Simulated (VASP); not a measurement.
# H3C11 in VASP: single point with PBE+D3(BJ)

Aim: the single point of H3C11 with PBE+D3(BJ).

All numbers are computed with VASP 6.6.1; they aren't measurements. Logs are shortened: lines on timing, memory, paths and dates and some standing lists are left out, and cuts for length are marked.

**1. The cell of the first run**

The cell holds a slab with vacuum, 28 atoms: a = 5.030 Å, b = 2.515 Å, c = 29.350 Å, α = 90.00°, β = 90.00°, γ = 90.00°.

**2. Single point, PBE+D3(BJ)**

File INCAR:

```
SYSTEM = H3C11
PREC     = Accurate       ! precision mode
ENCUT    = 520            ! plane-wave cutoff, eV
EDIFF    = 1E-6           ! SCF threshold, eV
ISMEAR   = 0              ! smearing method
SIGMA    = 0.05           ! smearing width, eV
LREAL    = .FALSE.        ! projectors in reciprocal space
LASPH    = .TRUE.         ! aspherical terms in the spheres
NELM     = 120            ! most SCF steps
ALGO     = Normal         ! electronic algorithm
ISIF     = 2              ! what is computed and relaxed
LWAVE    = .FALSE.        ! write WAVECAR
LCHARG   = .TRUE.         ! write CHGCAR
LDIPOL   = .TRUE.       
IDIPOL   = 3            
DIPOL    = 0.5 0.5 0.452
GGA      = PE             ! functional
IVDW     = 12             ! dispersion correction
LELF     = .TRUE.         ! ELF
LVHAR    = .TRUE.       
LVACPOTAV= .TRUE.       
NBANDS   = 67             ! bands
GGA_COMPAT= .FALSE.      
NELMDL   = -8
```

File KPOINTS:

```
Automatic mesh
0
G
  5 10 1
  0 0 0
```

File POSCAR:

```
H3C11
1.0
    5.0301999768      0.0000000000      0.0000000000
    0.0000000000      2.5150999884      0.0000000000
    0.0000000000      0.0000000000     29.3504572859
H C
6 22
Direct
    0.2500000000      0.1299113338      0.2896036650
    0.2500000000      0.8700886662      0.2896036650
    0.7500000000      0.8700886662      0.2896036650
    0.7500000000      0.1299113338      0.2896036650
    0.5028267927      0.0000000000      0.6472188985
    0.9971732073      0.0000000000      0.6472188985
    0.2500000000      0.5000000000      0.3120304365
    0.7500000000      0.5000000000      0.3120304365
    0.5000000000      0.5000000000      0.3423271410
    0.0000000000      0.5000000000      0.3423271410
    0.5000000000      0.0000000000      0.3726238454
    0.0000000000      0.0000000000      0.3726238454
    0.7500000000      0.0000000000      0.4029205498
    0.2500000000      0.0000000000      0.4029205498
    0.7500000000      0.5000000000      0.4332172542
    0.2500000000      0.5000000000      0.4332172542
    0.0026791561      0.5000000000      0.4635351977
    0.4973208439      0.5000000000      0.4635351977
    0.0028155142      0.0000000000      0.4938356404
    0.4971844858      0.0000000000      0.4938356404
    0.2500000000      0.0000000000      0.5260474629
    0.7500000000      0.0000000000      0.5223687316
    0.2500000000      0.5000000000      0.5576387042
    0.7500000000      0.5000000000      0.5513767288
    0.5175995509      0.5000000000      0.5851813118
   -0.0175995509      0.5000000000      0.5851813118
    0.5889322786      0.0000000000      0.6127916409
    0.9110677214      0.0000000000      0.6127916409
```

Potentials or basis: VASP PAW PBE potentials, release 64 (H, C).

Launch:

```bash
> cat potpaw_PBE.64/H/POTCAR potpaw_PBE.64/C/POTCAR > POTCAR
> mpirun -np 1 vasp_std > vasp.out
```

OUTCAR:

```text
SYSTEM = H3C11
   PREC = Accurate
   ENCUT = 520
   EDIFF = 1E-6
   ISMEAR = 0
   LREAL = .FALSE.
   LASPH = .TRUE.
   NELM = 120
   ISIF = 2
   GGA = PE
   IVDW = 12
   NELMDL = -8
 IVDW          = 12

 ion  position               nearest neighbor table
   1  0.250  0.130  0.290-   2 0.65   7 1.14
   2  0.250  0.870  0.290-   1 0.65   7 1.14
   3  0.750  0.870  0.290-   4 0.65   8 1.14
   4  0.750  0.130  0.290-   3 0.65   8 1.14
   5  0.503  0.000  0.647-  27 1.10
   6  0.997  0.000  0.647-  28 1.10
   7  0.250  0.500  0.312-   1 1.14   2 1.14   9 1.54  10 1.54
   8  0.750  0.500  0.312-   3 1.14   4 1.14   9 1.54  10 1.54
   9  0.500  0.500  0.342-  11 1.54  11 1.54   7 1.54   8 1.54
  10  0.000  0.500  0.342-  12 1.54  12 1.54   7 1.54   8 1.54
  11  0.500  0.000  0.373-   9 1.54  13 1.54  14 1.54   9 1.54
  12  0.000  0.000  0.373-  10 1.54  13 1.54  14 1.54  10 1.54
[... 14 lines left out ...]
  27  0.589  0.000  0.613-   5 1.10  25 1.54  25 1.54  28 1.62
  28  0.911  0.000  0.613-   6 1.10  26 1.54  26 1.54  27 1.62

  LATTYP: Found a simple orthorhombic cell.
 ALAT       =     2.5150999884
 B/A-ratio  =     2.0000000000
 C/A-ratio  =    11.6696979926

  Lattice vectors:

 A1 = (   0.0000000000,  -2.5150999884,   0.0000000000)
 A2 = (   5.0301999768,   0.0000000000,   0.0000000000)
 A3 = (   0.0000000000,   0.0000000000,  29.3504572859)

Analysis of symmetry for initial positions (statically):
=====================================================================
 Subroutine PRICEL returns:
 Original cell was already a primitive cell.

 Routine SETGRP: Setting up the symmetry group for a
 simple orthorhombic supercell.

 Subroutine GETGRP returns: Found  4 space group operations
 (whereof  2 operations were pure point group operations)
 out of a pool of  8 trial point group operations.

The static configuration has the point symmetry C_1h.
 The point group associated with its full space group is C_2v.

Analysis of symmetry for dynamics (positions and initial velocities):
=====================================================================
 Subroutine PRICEL returns:
 Original cell was already a primitive cell.

 Routine SETGRP: Setting up the symmetry group for a
 simple orthorhombic supercell.

 Subroutine GETGRP returns: Found  4 space group operations
 (whereof  2 operations were pure point group operations)
 out of a pool of  8 trial point group operations.

The dynamic configuration has the point symmetry C_1h.
 The point group associated with its full space group is C_2v.

 Subroutine INISYM returns: Found  4 space group operations
 (whereof  2 operations are pure point group operations),
 and found     1 'primitive' translations

----------------------------------------------------------------------------------------

                                     Primitive cell

  volume of cell :     371.3260

  direct lattice vectors                    reciprocal lattice vectors
     5.030199977  0.000000000  0.000000000     0.198799253  0.000000000  0.000000000
     0.000000000  2.515099988  0.000000000     0.000000000  0.397598507  0.000000000
     0.000000000  0.000000000 29.350457286     0.000000000  0.000000000  0.034071019

  length of vectors
     5.030199977  2.515099988 29.350457286     0.198799253  0.397598507  0.034071019

  position of ions in fractional coordinates (direct lattice)
     0.250000000  0.129911334  0.289603665
     0.250000000  0.870088666  0.289603665
     0.750000000  0.870088666  0.289603665
     0.750000000  0.129911334  0.289603665
     0.502826793  0.000000000  0.647218899
     0.997173207  0.000000000  0.647218899
[... 20 lines left out ...]
     0.588932279  0.000000000  0.612791641
     0.911067721  0.000000000  0.612791641

  ion indices of the primitive-cell ions
   primitive index   ion index
                 1           1
                 2           2
                 3           3
                 4           4
                 5           5
                 6           6
[... 20 lines left out ...]
                27          27
                28          28

----------------------------------------------------------------------------------------

 KPOINTS: Automatic mesh

Automatic generation of k-mesh.
 Grid dimensions read from file:
 generate k-points for:    5   10    1

 Generating k-lattice:

  Cartesian coordinates                     Fractional coordinates (reciprocal lattice)
     0.039759851  0.000000000  0.000000000     0.200000000  0.000000000  0.000000000
     0.000000000  0.039759851  0.000000000     0.000000000  0.100000000  0.000000000
     0.000000000  0.000000000  0.034071019     0.000000000  0.000000000  1.000000000

  Length of vectors
     0.039759851  0.039759851  0.034071019

  Shift w.r.t. Gamma in fractional coordinates (k-lattice)
     0.000000000  0.000000000  0.000000000

 Subroutine IBZKPT returns following result:
 ===========================================

 Found     18 irreducible k-points:

 Following reciprocal coordinates:
            Coordinates               Weight
  0.000000  0.000000  0.000000      1.000000
  0.200000  0.000000  0.000000      2.000000
  0.400000  0.000000  0.000000      2.000000
  0.000000  0.100000  0.000000      2.000000
  0.200000  0.100000  0.000000      4.000000
  0.400000  0.100000  0.000000      4.000000
[... 10 lines left out ...]
  0.200000  0.500000  0.000000      2.000000
  0.400000  0.500000  0.000000      2.000000
   k-points           NKPTS =     18   k-points in BZ     NKDIM =     18   number of bands    NBANDS=     67
   number of dos      NEDOS =    301   number of ions     NIONS =     28
   total plane-waves  NPLWV = 179200
   dimension x,y,z NGX =    40 NGY =   20 NGZ =  224
   dimension x,y,z NGXF=    80 NGYF=   40 NGZF=  448
   ions per type =               6  22
   NGX,Y,Z   is equivalent  to a cutoff of  13.22, 13.22, 12.69 a.u.
   NGXF,Y,Z  is equivalent  to a cutoff of  26.44, 26.44, 25.38 a.u.
 SYSTEM =  H3C11
   PREC   = accura    normal or accurate (medium, high low for compatibility)
   ISTART =      0    job   : 0-new  1-cont  2-samecut
   ICHARG =      2    charge: 1-file 2-atom 10-const
   ISPIN  =      1    spin polarized calculation?
   LNONCOLLINEAR =      F non collinear calculations
   LSORBIT =      F    spin-orbit coupling
   LASPH  =      T    aspherical Exc in radial PAW
   ENCUT  =  520.0 eV  38.22 Ry    6.18 a.u.   9.35  4.68 54.57*2*pi/ulx,y,z
   NELM   =    120;   NELMIN=  2; NELMDL= -8     # of ELM steps
   EDIFF  = 0.1E-05   stopping-criterion for ELM
   LREAL  =      F    real-space projection
   EDIFFG = 0.1E-04   stopping-criterion for IOM
   NSW    =      0    number of steps for IOM
   IBRION =     -1    ionic relax: 0-MD 1-quasi-New 2-CG
   NFREE  =      0    steps in history (QN), initial steepest desc. (CG)
   ISIF   =      2    stress and relaxation
   ISYM   =      2    0-nonsym 1-usesym 2-fastsym
   POTIM  = 0.5000    time-step for ionic-motion
   TEBEG  =    0.0;   TEEND  =   0.0 temperature during run
   PSTRESS=    0.0 pullay stress
   NELECT =      94.0000    total number of electrons
   NUPDOWN=      -1.0000    fix difference up-down
   EMIN   =  10.00;   EMAX   =-10.00  energy-range for DOS
   EFERMI =   0.00;   METHOD = LEGACY
   ISMEAR =     0;   SIGMA  =   0.05  broadening in eV -4-tet -1-fermi 0-gaus
   EFERMI_NEDOS =   21; number of points for ismear=-14 and -15
   IALGO  =     38    algorithm
   IMIX   =      4    mixing-type and parameters
     AMIX     =   0.40;   BMIX     =  1.00
     AMIX_MAG =   1.60;   BMIX_MAG =  1.00
  volume/ion in A,a.u.               =      13.26        89.49
  Fermi-wavevector in a.u.,A,eV,Ry     =   1.035617  1.957032 14.592271  1.072502
  Thomas-Fermi vector in A             =   2.169968
   LORBIT       =      0    0 simple, 1 ext, 2 COOP (PROOUT), +10 PAW based schemes
   GGA     = PE    functional components
   LHFCALC =     F    Hartree Fock is set to
   AEXX    =    0.0000 exact exchange contribution
   IVDW    =    12    specifies the selected vdW correction
   LEPSILON=     F    determine dielectric tensor
   LRPA    =     F    only Hartree local field effects (RPA)
 non-spin polarized calculation
 Gauss-broadening in eV      SIGMA  =   0.05
  energy-cutoff  :      520.00
  volume of cell :      371.33
 maximum number of plane-waves:     10071
 NGX is ok and might be reduce to    40
   NGX = 19   NGY =  9   NGZ =109

 dipolmoment           0.000000      0.000000     -0.028850 electrons x Angstroem

 number of electron      94.0000012 magnetization

 dipolmoment           0.000000      0.000000      0.028169 electrons x Angstroem

 Free energy of the ion-electron system (eV)
  ---------------------------------------------------
  ext. energy  EPLUGINS =         0.00000000
  ---------------------------------------------------
  free energy    TOTEN  =      -212.86324736 eV

  energy without entropy =     -212.86324736  energy(sigma->0) =     -212.86324736

 E-fermi :   2.6426     XC(G=0):  -5.4441

 val. band max:        2.3433735933   @ k =   0.0000   0.0000   0.0000
 cond. band min:       3.6397079596   @ k =   0.0000   0.0000   0.0000
 fundamental gap:      1.2963343663
 Fermi energy:         2.6426364371

 k-point     1 :       0.0000    0.0000    0.0000
  band No.  band energies     occupation
      1     -19.9549      2.00000
      2     -19.2888      2.00000
      3     -18.1992      2.00000
      4     -16.7235      2.00000
      5     -15.4602      2.00000
      6     -15.4445      2.00000
[... 51 lines left out ...]
     58       6.6345      0.00000
     59       6.8270      0.00000

 k-point     2 :       0.2000    0.0000    0.0000
  band No.  band energies     occupation
      1     -19.7749      2.00000
      2     -19.1237      2.00000
      3     -18.0567      2.00000
      4     -16.9938      2.00000
      5     -16.6388      2.00000
      6     -16.2077      2.00000
[... 51 lines left out ...]
     58       7.0387      0.00000
     59       7.2173      0.00000

 k-point     3 :       0.4000    0.0000    0.0000
  band No.  band energies     occupation
      1     -19.2562      2.00000
      2     -18.7100      2.00000
      3     -18.2141      2.00000
      4     -17.7478      2.00000
      5     -17.2730      2.00000
      6     -16.5280      2.00000
[... 865 lines left out ...]
      4     -14.7518      2.00000
      5     -14.1276      2.00000
      6     -13.2049      2.00000
[... 51 lines left out ...]
     58       9.1255      0.00000
     59       9.3873      0.00000

 k-point    18 :       0.4000    0.5000    0.0000
  band No.  band energies     occupation
      1     -14.8535      2.00000
      2     -14.8032      2.00000
      3     -14.4311      2.00000
      4     -14.2981      2.00000
      5     -13.8735      2.00000
      6     -13.8249      2.00000
[... 51 lines left out ...]
     58       8.8196      0.00000
     59       8.9602      0.00000
 [bands above 59 left out]

------------------------ aborting loop because EDIFF is reached ----------------------------------------

 Edisp (eV)   -3.96275

 E8    (eV) :    -1.1411

  FORCE on cell =-STRESS in cart. coord.  units (eV):
  Direction    XX          YY          ZZ          XY          YZ          ZX
  --------------------------------------------------------------------------------------
  -------------------------------------------------------------------------------------
  Total      -2.82280    38.03243    -3.09199     0.00000     0.00000     0.00000
  in kB     -12.17966   164.10024   -13.34115     0.00000     0.00000     0.00000
  external pressure =       46.19 kB  Pullay stress =        0.00 kB

 VOLUME and BASIS-vectors are now :
 -----------------------------------------------------------------------------
  energy-cutoff  :      520.00
  volume of cell :      371.33
      direct lattice vectors                 reciprocal lattice vectors
     5.030199977  0.000000000  0.000000000     0.198799253  0.000000000  0.000000000
     0.000000000  2.515099988  0.000000000     0.000000000  0.397598507  0.000000000
     0.000000000  0.000000000 29.350457286     0.000000000  0.000000000  0.034071019

 POSITION                                       TOTAL-FORCE (eV/Angst)
 -----------------------------------------------------------------------------------
      1.25755      0.32674      8.50000        -0.000000     13.093304      0.561202
      1.25755      2.18836      8.50000        -0.000000    -13.093304      0.561202
      3.77265      2.18836      8.50000        -0.000000    -13.093408      0.560616
      3.77265      0.32674      8.50000        -0.000000     13.093408      0.560616
      2.52932      0.00000     18.99617        -0.006758      0.000000      0.022648
      5.01598      0.00000     18.99617         0.006758      0.000000      0.022648
[... 20 lines left out ...]
      2.96245      0.00000     17.98571        -0.003199      0.000000      0.008582
      4.58285      0.00000     17.98571         0.003199      0.000000      0.008582
 -----------------------------------------------------------------------------------
    total drift:                                0.000000      0.000000     -0.000331

  FREE ENERGIE OF THE ION-ELECTRON SYSTEM (eV)
  ---------------------------------------------------
  free  energy   TOTEN  =      -216.8259948802 eV

  energy  without entropy=     -216.8259948802  energy(sigma->0) =     -216.82599488

 vacuum level on the upper side and lower side of the slab         4.731         4.328
```

Wall time 30 min (1 thread of Intel Xeon Platinum 8488C (Sapphire Rapids), shared host); peak memory 0.6 GiB.

What came out:

| Quantity | Value |
| --- | --- |
| Free energy | -216.8260 eV |
| Largest force | 13.105 eV/Å |
| Band gap on the k mesh | 1.30 eV |
| Dispersion energy per atom | -0.142 eV |

Forces in eV/Å, atoms in the order of the input:
```
H     0.000  13.093   0.561
H     0.000 -13.093   0.561
H     0.000 -13.093   0.561
H     0.000  13.093   0.561
H    -0.007   0.000   0.023
H     0.007   0.000   0.023
C     0.000   0.000   0.121
C     0.000   0.000   0.114
C     0.009   0.000  -1.398
C    -0.009   0.000  -1.398
C    -0.019   0.000   0.118
C     0.019   0.000   0.118
C     0.000   0.000   0.041
C     0.000   0.000  -0.061
C     0.000   0.000   0.255
C     0.000   0.000  -0.225
C     0.001   0.000   0.000
C    -0.001   0.000   0.000
C     0.006   0.000  -0.003
C    -0.006   0.000  -0.003
C     0.000   0.000   0.002
C     0.000   0.000   0.007
C     0.000   0.000   0.011
C     0.000   0.000  -0.017
C    -0.033   0.000   0.005
C     0.033   0.000   0.005
C    -0.003   0.000   0.009
C     0.003   0.000   0.009
```
